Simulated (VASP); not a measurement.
# PtS2 (P-3m1) in VASP: notebook, part 2 of 2

VASP 6.6.1. The steps go on from the part before.

### 3 Single point, PBE

This run uses another cell than the first one, of 18.66 Å³/atom, 1.020 times its volume.

Contents of INCAR:

```
ALGO     = Normal         # electronic algorithm
EDIFF    = 1E-6           # SCF threshold, eV
ENCUT    = 520            # plane-wave cutoff, eV
GGA      = PE             # functional
ISIF     = 2              # what is computed and relaxed
ISMEAR   = -1             # smearing method
LASPH    = T              # aspherical terms in the spheres
LCHARG   = F              # write CHGCAR
LREAL    = F              # projectors in reciprocal space
LWAVE    = F              # write WAVECAR
NBANDS   = 18             # bands
NELM     = 60             # most SCF steps
PREC     = Accurate       # precision mode
SIGMA    = 0.02           # smearing width, eV
```

Contents of KPOINTS:

```
k-points
0
Gamma
  12 12 6
```

Contents of POSCAR:

```
PtS2
1.0
    3.5526240946      0.0000000000      0.0000000000
   -1.7763120473      3.0766627160      0.0000000000
    0.0000000000      0.0000000000      5.1228306135
Pt S
1 2
Direct
    0.0000000000      0.0000000000      0.0000000000
    0.3333333333      0.6666666667      0.2392542175
    0.6666666667      0.3333333333      0.7607457825
```

Potentials or basis: VASP PAW PBE potentials, release 64 (Pt, S).

Run with:

```sh
$ cat potpaw_PBE.64/Pt/POTCAR potpaw_PBE.64/S/POTCAR > POTCAR
$ mpirun -np 1 vasp_std > vasp.out
```

OUTCAR:

```text
EDIFF = 1E-6
   ENCUT = 520
   GGA = PE
   ISIF = 2
   ISMEAR = -1
   LASPH = T
   LREAL = F
   NELM = 60
   PREC = Accurate

 ion  position               nearest neighbor table
   1  0.000  0.000  0.000-   2 2.39   3 2.39   2 2.39   3 2.39   3 2.39   2 2.39
   2  0.333  0.667  0.239-   1 2.39   1 2.39   1 2.39
   3  0.667  0.333  0.761-   1 2.39   1 2.39   1 2.39

  LATTYP: Found a hexagonal cell.
 ALAT       =     3.5526240946
 C/A-ratio  =     1.4419849883

  Lattice vectors:

 A1 = (   3.5526240946,   0.0000000000,   0.0000000000)
 A2 = (  -1.7763120473,   3.0766627160,   0.0000000000)
 A3 = (   0.0000000000,   0.0000000000,   5.1228306135)

Analysis of symmetry for initial positions (statically):
=====================================================================
 Subroutine PRICEL returns:
 Original cell was already a primitive cell.

 Routine SETGRP: Setting up the symmetry group for a
 hexagonal supercell.

 Subroutine GETGRP returns: Found 12 space group operations
 (whereof 12 operations were pure point group operations)
 out of a pool of 24 trial point group operations.

The static configuration has the point symmetry D_3d.

Analysis of symmetry for dynamics (positions and initial velocities):
=====================================================================
 Subroutine PRICEL returns:
 Original cell was already a primitive cell.

 Routine SETGRP: Setting up the symmetry group for a
 hexagonal supercell.

 Subroutine GETGRP returns: Found 12 space group operations
 (whereof 12 operations were pure point group operations)
 out of a pool of 24 trial point group operations.

The dynamic configuration has the point symmetry D_3d.

 Subroutine INISYM returns: Found 12 space group operations
 (whereof 12 operations are pure point group operations),
 and found     1 'primitive' translations

[... 115 lines left out ...]
     AMIX     =   0.40;   BMIX     =  1.00
     AMIX_MAG =   1.60;   BMIX_MAG =  1.00
  volume/ion in A,a.u.               =      18.66       125.95
  Fermi-wavevector in a.u.,A,eV,Ry     =   1.199046  2.265869 19.561265  1.437712
  Thomas-Fermi vector in A             =   2.334919
   LORBIT       =      0    0 simple, 1 ext, 2 COOP (PROOUT), +10 PAW based schemes
   GGA     = PE    functional components
   LHFCALC =     F    Hartree Fock is set to
   AEXX    =    0.0000 exact exchange contribution
   IVDW    =     0    specifies the selected vdW correction
   LEPSILON=     F    determine dielectric tensor
   LRPA    =     F    only Hartree local field effects (RPA)
 non-spin polarized calculation
  energy-cutoff  :      520.00
  volume of cell :       55.99
 maximum number of plane-waves:      1536
 NGX is ok and might be reduce to    28
   NGX = 13   NGY = 13   NGZ = 19

 number of electron      21.9999996 magnetization

 Free energy of the ion-electron system (eV)
  ---------------------------------------------------
  ext. energy  EPLUGINS =         0.00000000
  ---------------------------------------------------
  free energy    TOTEN  =       -15.39644951 eV

  energy without entropy =      -15.39644951  energy(sigma->0) =      -15.39644951

 E-fermi :   6.8011     XC(G=0): -10.5245

 val. band max:        6.4421869867   @ k =   0.0000   0.1667   0.1667
 cond. band min:       7.1546930179   @ k =   0.0000   0.2500   0.3333
 fundamental gap:      0.7125060312
 Fermi energy:         6.8010867229

 k-point     1 :       0.0000    0.0000    0.0000
  band No.  band energies     occupation
      1      -8.6843      2.00000
      2      -5.8775      2.00000
      3      -0.3527      2.00000
      4      -0.0141      2.00000
      5      -0.0141      2.00000
      6       2.7256      2.00000
[... 481 lines left out ...]
      5       0.5663      2.00000
      6       2.0802      2.00000
[... 10 lines left out ...]
     17      15.8397      0.00000
     18      15.8434      0.00000

 [... further k-points ...]

------------------------ aborting loop because EDIFF is reached ----------------------------------------

  FORCE on cell =-STRESS in cart. coord.  units (eV):
  Direction    XX          YY          ZZ          XY          YZ          ZX
  --------------------------------------------------------------------------------------
  -------------------------------------------------------------------------------------
  Total        1.2692864      1.2692864      0.8069487      0.0000000      0.0000000      0.0000000
  in kB       36.3187649     36.3187649     23.0896513      0.0000000      0.0000000      0.0000000
  external PRESSURE =      31.9090604 kB  Pullay stress =       0.0000000 kB

 VOLUME and BASIS-vectors are now :
 -----------------------------------------------------------------------------
  energy-cutoff  :      520.00
  volume of cell :       55.99
      direct lattice vectors                 reciprocal lattice vectors
     3.552624095  0.000000000  0.000000000     0.281482074  0.162513751  0.000000000
    -1.776312047  3.076662716  0.000000000     0.000000000  0.325027503  0.000000000
     0.000000000  0.000000000  5.122830613     0.000000000  0.000000000  0.195204580

 POSITION                                       TOTAL-FORCE (eV/Angst)
 -----------------------------------------------------------------------------------
      0.00000      0.00000      0.00000        -0.000000      0.000000      0.000000
     -0.00000      2.05111      1.22566        -0.000000     -0.000000      0.026245
      1.77631      1.02555      3.89717         0.000000      0.000000     -0.026245
 -----------------------------------------------------------------------------------
    total drift:                                0.000000     -0.000000     -0.000000

  FREE ENERGIE OF THE ION-ELECTRON SYSTEM (eV)
  ---------------------------------------------------
  free  energy   TOTEN  =       -15.3964495113 eV

  energy  without entropy=      -15.3964495110  energy(sigma->0) =      -15.39644951
```

OSZICAR:

```text
N       E                     dE             d eps       ncg     rms          rms(c)
DAV:   1     0.111580176900E+03    0.11158E+03   -0.10388E+04  3656   0.109E+03
DAV:   2    -0.110886877112E+02   -0.12267E+03   -0.11831E+03  4318   0.219E+02
DAV:   3    -0.166838126090E+02   -0.55951E+01   -0.55505E+01  4642   0.472E+01
DAV:   4    -0.167445445520E+02   -0.60732E-01   -0.60694E-01  4676   0.541E+00
DAV:   5    -0.167454900216E+02   -0.94547E-03   -0.94540E-03  4698   0.665E-01    0.179E+01
DAV:   6    -0.156607261819E+02    0.10848E+01   -0.61123E+00  3752   0.243E+01    0.119E+01
DAV:   7    -0.154143153662E+02    0.24641E+00   -0.11965E+00  3728   0.110E+01    0.583E+00
DAV:   8    -0.153994761950E+02    0.14839E-01   -0.65428E-02  4000   0.175E+00    0.119E+00
DAV:   9    -0.153961776992E+02    0.32985E-02   -0.90721E-03  4276   0.987E-01    0.222E-01
DAV:  10    -0.153963918903E+02   -0.21419E-03   -0.14509E-03  4492   0.242E-01    0.926E-02
DAV:  11    -0.153964450450E+02   -0.53155E-04   -0.64146E-05  4294   0.651E-02    0.450E-02
DAV:  12    -0.153964478601E+02   -0.28151E-05   -0.10385E-05  4476   0.290E-02    0.101E-02
DAV:  13    -0.153964492453E+02   -0.13852E-05   -0.13060E-06  3566   0.807E-03    0.402E-03
DAV:  14    -0.153964495113E+02   -0.26597E-06   -0.27455E-07  2940   0.384E-03
   1 F= -.15396450E+02 E0= -.15396450E+02  d E =-.217894E-09
```

Run time: 42 s. Hardware: 1 thread of Intel Xeon 6975P-C (Granite Rapids), shared host; peak memory 0.24 GiB.

Results:

```yaml
Free_energy: -15.3964 eV
Pressure: 3.2 GPa
Largest_force: 0.026 eV/Å
Band_gap_on_the_k_mesh: 0.71 eV, indirect (least direct gap 0.97 eV)
```

Forces on the atoms (eV/Å):
```
Pt   0.000  0.000  0.000
S    0.000  0.000  0.026
S    0.000  0.000 -0.026
```

Stress tensor (GPa, compression positive):
```
3.63 0.00 0.00
0.00 3.63 0.00
0.00 0.00 2.31
```

Caveat: spin-orbit coupling is left out, which moves the levels of the heavy elements. A k mesh can miss the band edges.
